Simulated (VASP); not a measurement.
# SnO (R-3m) in VASP: single point with HSE06

Aim: the single point of SnO with HSE06.

Everything below comes from runs of VASP 6.6.1. Logs are shortened: lines on timing, memory, paths and dates and some standing lists are left out, and cuts for length are marked.

### 1 The cell of the first run

It takes space group R-3m (No. 166, trigonal). The conventional cell has a = 4.389 Å, b = 4.389 Å, c = 5.304 Å, α = 90.00°, β = 90.00°, γ = 120.00°. Sn (site symmetry -3m) has 8 O at 2.65 to 2.68 Å and 6 Sn at 3.09 Å within 3.5 Å. Within 3.5 Å of O (site symmetry -3m) lie 8 Sn at 2.65 to 2.68 Å and 6 O at 3.09 Å.

### 2 Single point, HSE06 (strain along [111] -1.3%)

Input file POSCAR:

```
SnO
1.0
    3.0896483456     -0.0137584367     -0.0137584367
   -0.0137584367      3.0896483456     -0.0137584367
   -0.0137584367     -0.0137584367      3.0896483456
Sn O
1 1
Direct
    0.0000000000      0.0000000000      0.0000000000
    0.5000000000      0.5000000000      0.5000000000
```

Input file INCAR.step1:

```
  ALGO = Normal
  EDIFF = 1E-5
  ENCUT = 520
  GGA = PE
  ISIF = 2
  ISMEAR = -1
  LASPH = T
  LCHARG = F
  LREAL = F
  LWAVE = T
  NBANDS = 17
  NELM = 100
  PREC = Accurate
  SIGMA = 0.02
```

Input file INCAR.step2:

```
  ALGO = Normal
  EDIFF = 1E-6
  ENCUT = 520
  GGA = PE
  HFSCREEN = 0.2079
  ISIF = 2
  ISMEAR = -1
  ISTART = 1
  LASPH = T
  LCHARG = F
  LHFCALC = T
  LREAL = F
  LWAVE = F
  NBANDS = 17
  NELM = 100
  PREC = Accurate
  PRECFOCK = Normal
  SIGMA = 0.02
```

Input file KPOINTS:

```
k-points
0
Gamma
  6 6 6
```

Potentials or basis: VASP PAW PBE potentials, release 64 (Sn_d, O).

The run is started by

```
> cat potpaw_PBE.64/Sn_d/POTCAR potpaw_PBE.64/O/POTCAR > POTCAR
> cp INCAR.step1 INCAR
> mpirun -np 1 vasp_std > vasp.out
> cp INCAR.step2 INCAR
> mpirun -np 1 vasp_std > vasp.out
```

OUTCAR:

```text
EDIFF = 1E-6
   ENCUT = 520
   GGA = PE
   HFSCREEN = 0.2079
   ISIF = 2
   ISMEAR = -1
   ISTART = 1
   LASPH = T
   LHFCALC = T
   LREAL = F
   NELM = 100
   PREC = Accurate
   PRECFOCK = Normal

 ion  position               nearest neighbor table
   1  0.000  0.000  0.000-   2 2.65   2 2.65   2 2.68   2 2.68   2 2.68   2 2.68   2 2.68   2 2.68

   2  0.500  0.500  0.500-   1 2.65   1 2.65   1 2.68   1 2.68   1 2.68   1 2.68   1 2.68   1 2.68

  LATTYP: Found a trigonal (rhomboedric) cell.
 ALAT       =     3.0897096123
 COS(alpha) =    -0.0088859683

  Lattice vectors:

 A1 = (   3.0896483456,  -0.0137584367,  -0.0137584367)
 A2 = (  -0.0137584367,   3.0896483456,  -0.0137584367)
 A3 = (  -0.0137584367,  -0.0137584367,   3.0896483456)

Analysis of symmetry for initial positions (statically):
=====================================================================
 Subroutine PRICEL returns:
 Original cell was already a primitive cell.

 Routine SETGRP: Setting up the symmetry group for a
 trigonal (rhombohedral) supercell.

 Subroutine GETGRP returns: Found 12 space group operations
 (whereof 12 operations were pure point group operations)
 out of a pool of 12 trial point group operations.

The static configuration has the point symmetry D_3d.

Analysis of symmetry for dynamics (positions and initial velocities):
=====================================================================
 Subroutine PRICEL returns:
 Original cell was already a primitive cell.

 Routine SETGRP: Setting up the symmetry group for a
 trigonal (rhombohedral) supercell.

 Subroutine GETGRP returns: Found 12 space group operations
 (whereof 12 operations were pure point group operations)
 out of a pool of 12 trial point group operations.

The dynamic configuration has the point symmetry D_3d.

 Subroutine INISYM returns: Found 12 space group operations
 (whereof 12 operations are pure point group operations),
 and found     1 'primitive' translations

----------------------------------------------------------------------------------------

                                     Primitive cell

  volume of cell :      29.4918

  direct lattice vectors                    reciprocal lattice vectors
     3.089648346 -0.013758437 -0.013758437     0.323674324  0.001447793  0.001447793
    -0.013758437  3.089648346 -0.013758437     0.001447793  0.323674324  0.001447793
    -0.013758437 -0.013758437  3.089648346     0.001447793  0.001447793  0.323674324

  length of vectors
     3.089709612  3.089709612  3.089709612     0.323680800  0.323680800  0.323680800

  position of ions in fractional coordinates (direct lattice)
     0.000000000  0.000000000  0.000000000
     0.500000000  0.500000000  0.500000000

  ion indices of the primitive-cell ions
   primitive index   ion index
                 1           1
                 2           2

----------------------------------------------------------------------------------------

 KPOINTS: k-points

Automatic generation of k-mesh.
 Grid dimensions read from file:
 generate k-points for:    6    6    6

 Generating k-lattice:

  Cartesian coordinates                     Fractional coordinates (reciprocal lattice)
     0.053945721  0.000241299  0.000241299     0.166666667  0.000000000  0.000000000
     0.000241299  0.053945721  0.000241299     0.000000000  0.166666667  0.000000000
     0.000241299  0.000241299  0.053945721     0.000000000  0.000000000  0.166666667

  Length of vectors
     0.053946800  0.053946800  0.053946800

  Shift w.r.t. Gamma in fractional coordinates (k-lattice)
     0.000000000  0.000000000  0.000000000

 Subroutine IBZKPT returns following result:
 ===========================================

 Found     32 irreducible k-points:

 Following reciprocal coordinates:
            Coordinates               Weight
  0.000000  0.000000  0.000000      1.000000
  0.166667 -0.000000 -0.000000      6.000000
  0.333333  0.000000  0.000000      6.000000
  0.500000  0.000000  0.000000      3.000000
  0.166667  0.166667 -0.000000      6.000000
  0.333333  0.166667  0.000000     12.000000
[... 16 lines left out ...]
  0.500000  0.500000  0.166667      6.000000
 -0.333333  0.500000  0.166667     12.000000
 [... further k-points ...]
   k-points           NKPTS =     32   k-points in BZ     NKDIM =    216   number of bands    NBANDS=     17
   number of dos      NEDOS =    301   number of ions     NIONS =      2
   total plane-waves  NPLWV =  13824
   dimension x,y,z NGX =    24 NGY =   24 NGZ =   24
   dimension x,y,z NGXF=    48 NGYF=   48 NGZF=   48
   ions per type =               1   1
   NGX,Y,Z   is equivalent  to a cutoff of  12.91, 12.91, 12.91 a.u.
   NGXF,Y,Z  is equivalent  to a cutoff of  25.83, 25.83, 25.83 a.u.
 SYSTEM =  unknown system
   PREC   = accura    normal or accurate (medium, high low for compatibility)
   ISTART =      1    job   : 0-new  1-cont  2-samecut
   ICHARG =      0    charge: 1-file 2-atom 10-const
   ISPIN  =      1    spin polarized calculation?
   LNONCOLLINEAR =      F non collinear calculations
   LSORBIT =      F    spin-orbit coupling
   LASPH  =      T    aspherical Exc in radial PAW
   ENCUT  =  520.0 eV  38.22 Ry    6.18 a.u.   5.74  5.74  5.74*2*pi/ulx,y,z
   NELM   =    100;   NELMIN=  2; NELMDL=  0     # of ELM steps
   EDIFF  = 0.1E-05   stopping-criterion for ELM
   LREAL  =      F    real-space projection
   EDIFFG = 0.1E-04   stopping-criterion for IOM
   NSW    =      0    number of steps for IOM
   IBRION =     -1    ionic relax: 0-MD 1-quasi-New 2-CG
   NFREE  =      0    steps in history (QN), initial steepest desc. (CG)
   ISIF   =      2    stress and relaxation
   ISYM   =      3    0-nonsym 1-usesym 2-fastsym
   POTIM  = 0.5000    time-step for ionic-motion
   TEBEG  =    0.0;   TEEND  =   0.0 temperature during run
   PSTRESS=    0.0 pullay stress
   NELECT =      20.0000    total number of electrons
   NUPDOWN=      -1.0000    fix difference up-down
   EMIN   =  10.00;   EMAX   =-10.00  energy-range for DOS
   EFERMI =   0.00;   METHOD = LEGACY
   ISMEAR =    -1;   SIGMA  =   0.02  broadening in eV -4-tet -1-fermi 0-gaus
   EFERMI_NEDOS =   21; number of points for ismear=-14 and -15
   IALGO  =     38    algorithm
   IMIX   =      1    mixing-type and parameters
     AMIX     =   0.40;   BMIX     =  1.00
     AMIX_MAG =   1.60;   BMIX_MAG =  1.00
  volume/ion in A,a.u.               =      14.75        99.51
  Fermi-wavevector in a.u.,A,eV,Ry     =   1.438305  2.718003 28.146674  2.068722
  Thomas-Fermi vector in A             =   2.557287
   LORBIT       =      0    0 simple, 1 ext, 2 COOP (PROOUT), +10 PAW based schemes
   GGA     = PE    functional components
   LHFCALC =     T    Hartree Fock is set to
   PRECFOCK=normal    Normal, Fast or Accurate (Low or Medium for compatibility)
   ENCUT4O =  -1.0   cutoff for four orbital integrals eV
   NKREDX  =     1    reduce k-point grid by
   NKREDY  =     1    reduce k-point grid by
   NKREDZ  =     1    reduce k-point grid by
   AEXX    =    0.2500 exact exchange contribution
   HFSCREEN=    0.2079 screening length (either q_TF or 0.3 A-1)
   HFSCREENC=   0.2079 screening length for correlation (either q_TF or 0.3 A-1)
   ENCUTFOCK=  -1.0 apply spherical cutoff to Coloumb kernel
   IVDW    =     0    specifies the selected vdW correction
   LEPSILON=     F    determine dielectric tensor
   LRPA    =     F    only Hartree local field effects (RPA)
 non-spin polarized calculation
  energy-cutoff  :      520.00
  volume of cell :       29.49
 maximum number of plane-waves:       822
  NGX = 18; NGY = 18; NGZ = 18

 number of electron      20.0000000 magnetization

 Free energy of the ion-electron system (eV)
  ---------------------------------------------------
  ext. energy  EPLUGINS =         0.00000000
  ---------------------------------------------------
  free energy    TOTEN  =       -12.08789499 eV

  energy without entropy =      -12.08789498  energy(sigma->0) =      -12.08789499

 E-fermi :   8.3263     XC(G=0):  -9.4235

 val. band max:        8.0004551458   @ k =   0.5000   0.1667  -0.0000
 cond. band min:       8.6162701458   @ k =   0.5000   0.5000   0.5000
 fundamental gap:      0.6158150000
 Fermi energy:         8.3263271291

 k-point     1 :       0.0000    0.0000    0.0000
  band No.  band energies     occupation
      1     -15.6837      2.00000
      2     -15.6837      2.00000
      3     -15.2971      2.00000
      4     -15.2971      2.00000
      5     -15.2922      2.00000
      6     -12.1425      2.00000
[... 9 lines left out ...]
     16      29.1294      0.00000
     17      29.2076      0.00000

 k-point     2 :       0.1667   -0.0000   -0.0000
  band No.  band energies     occupation
      1     -15.6791      2.00000
      2     -15.6125      2.00000
      3     -15.3228      2.00000
      4     -15.3201      2.00000
      5     -15.2931      2.00000
      6     -11.9688      2.00000
[... 9 lines left out ...]
     16      26.3575      0.00000
     17      27.9354      0.00000

 k-point     3 :       0.3333    0.0000    0.0000
  band No.  band energies     occupation
      1     -15.6701      2.00000
      2     -15.4704      2.00000
      3     -15.3738      2.00000
      4     -15.3717      2.00000
      5     -15.2889      2.00000
      6     -11.5855      2.00000
[... 9 lines left out ...]
     16      24.1449      0.00000
     17      27.2516      0.00000

 k-point     4 :       0.5000    0.0000    0.0000
  band No.  band energies     occupation
      1     -15.6655      2.00000
      2     -15.4004      2.00000
      3     -15.3991      2.00000
      4     -15.3963      2.00000
      5     -15.2868      2.00000
      6     -11.3719      2.00000
[... 9 lines left out ...]
     16      26.9513      0.00000
     17      27.3426      0.00000

 k-point     5 :       0.1667    0.1667   -0.0000
  band No.  band energies     occupation
      1     -15.6423      2.00000
      2     -15.5725      2.00000
      3     -15.3568      2.00000
      4     -15.3189      2.00000
      5     -15.3182      2.00000
      6     -11.7921      2.00000
[... 9 lines left out ...]
     16      24.7241      0.00000
     17      26.9840      0.00000

 k-point     6 :       0.3333    0.1667    0.0000
  band No.  band energies     occupation
      1     -15.6221      2.00000
      2     -15.4382      2.00000
      3     -15.4268      2.00000
      4     -15.3687      2.00000
      5     -15.3129      2.00000
      6     -11.4113      2.00000
[... 9 lines left out ...]
     16      25.9208      0.00000
     17      26.2126      0.00000

 k-point     7 :       0.5000    0.1667   -0.0000
  band No.  band energies     occupation
      1     -15.6162      2.00000
      2     -15.4619      2.00000
      3     -15.3935      2.00000
      4     -15.3665      2.00000
      5     -15.3099      2.00000
      6     -11.2045      2.00000
[... 9 lines left out ...]
     16      25.2131      0.00000
     17      26.4745      0.00000

 k-point     8 :      -0.3333    0.1667   -0.0000
  band No.  band energies     occupation
      1     -15.6220      2.00000
      2     -15.4380      2.00000
      3     -15.4290      2.00000
      4     -15.3688      2.00000
      5     -15.3124      2.00000
      6     -11.4145      2.00000
[... 9 lines left out ...]
     16      25.8136      0.00000
     17      26.3697      0.00000
[... 203 lines left out ...]
      1     -15.5178      2.00000
      2     -15.4853      2.00000
      3     -15.3989      2.00000
      4     -15.3943      2.00000
      5     -15.3299      2.00000
      6     -10.9515      2.00000
[... 9 lines left out ...]
     16      24.4087      0.00000
     17      26.7353      0.00000

 k-point    20 :       0.5000    0.3333    0.1667
  band No.  band energies     occupation
      1     -15.5606      2.00000
      2     -15.4706      2.00000
      3     -15.4238      2.00000
      4     -15.3885      2.00000
      5     -15.2641      2.00000
      6     -10.7982      2.00000
[... 9 lines left out ...]
     16      24.1102      0.00000
     17      27.6466      0.00000

 k-point    21 :      -0.3333    0.3333    0.1667
  band No.  band energies     occupation
      1     -15.5175      2.00000
      2     -15.4855      2.00000
      3     -15.4022      2.00000
      4     -15.3895      2.00000
      5     -15.3301      2.00000
      6     -10.9655      2.00000
[... 9 lines left out ...]
     16      24.0920      0.00000
     17      26.5688      0.00000

 k-point    22 :      -0.1667    0.3333    0.1667
  band No.  band energies     occupation
      1     -15.5597      2.00000
      2     -15.4369      2.00000
      3     -15.4192      2.00000
      4     -15.3989      2.00000
      5     -15.3408      2.00000
      6     -11.2710      2.00000
[... 9 lines left out ...]
     16      25.0440      0.00000
     17      26.2350      0.00000

 k-point    23 :       0.5000    0.5000    0.1667
  band No.  band energies     occupation
      1     -15.6074      2.00000
      2     -15.4472      2.00000
      3     -15.4172      2.00000
      4     -15.4116      2.00000
      5     -15.2047      2.00000
      6     -10.6643      2.00000
[... 9 lines left out ...]
     16      23.2327      0.00000
     17      29.4195      0.00000

 k-point    24 :      -0.3333    0.5000    0.1667
  band No.  band energies     occupation
      1     -15.5590      2.00000
      2     -15.4700      2.00000
      3     -15.4221      2.00000
      4     -15.3890      2.00000
      5     -15.2646      2.00000
      6     -10.8084      2.00000
[... 9 lines left out ...]
     16      23.9245      0.00000
     17      27.4827      0.00000

 [... further k-points ...]
[... 5 lines left out ...]
  --------------------------------------------------------------------------------------
  -------------------------------------------------------------------------------------
  Total        0.1632656      0.1632656      0.1632656     -0.0215633     -0.0215633     -0.0215633
  in kB        8.8695997      8.8695997      8.8695997     -1.1714519     -1.1714519     -1.1714519
  external PRESSURE =       8.8695997 kB  Pullay stress =       0.0000000 kB

 VOLUME and BASIS-vectors are now :
 -----------------------------------------------------------------------------
  energy-cutoff  :      520.00
  volume of cell :       29.49
      direct lattice vectors                 reciprocal lattice vectors
     3.089648346 -0.013758437 -0.013758437     0.323674324  0.001447793  0.001447793
    -0.013758437  3.089648346 -0.013758437     0.001447793  0.323674324  0.001447793
    -0.013758437 -0.013758437  3.089648346     0.001447793  0.001447793  0.323674324

 POSITION                                       TOTAL-FORCE (eV/Angst)
 -----------------------------------------------------------------------------------
      0.00000      0.00000      0.00000        -0.000000      0.000000      0.000000
      1.53107      1.53107      1.53107         0.000000     -0.000000      0.000000
 -----------------------------------------------------------------------------------
    total drift:                                0.000001      0.000000      0.000001

  FREE ENERGIE OF THE ION-ELECTRON SYSTEM (eV)
  ---------------------------------------------------
  free  energy   TOTEN  =       -12.0878949895 eV

  energy  without entropy=      -12.0878949833  energy(sigma->0) =      -12.08789499
```

Run time: 61 min. Hardware: 1 thread of Intel Xeon Platinum 8488C (Sapphire Rapids), shared host; peak memory 0.26 GiB.

Results:

- Free energy: -12.0879 eV
- Pressure: 0.9 GPa
- Band gap on the k mesh: 0.62 eV (least direct gap 1.28 eV)

Stress tensor (GPa, compression positive):
```
 0.89 -0.12 -0.12
-0.12  0.89 -0.12
-0.12 -0.12  0.89
```

Caveat: the cell differs from its parent crystal (strain along [111] -1.3%); the PAW data sets were made with another functional, which shifts forces and pressure a little; spin-orbit coupling is left out, which moves the levels of the heavy elements. A k mesh can miss the band edges.
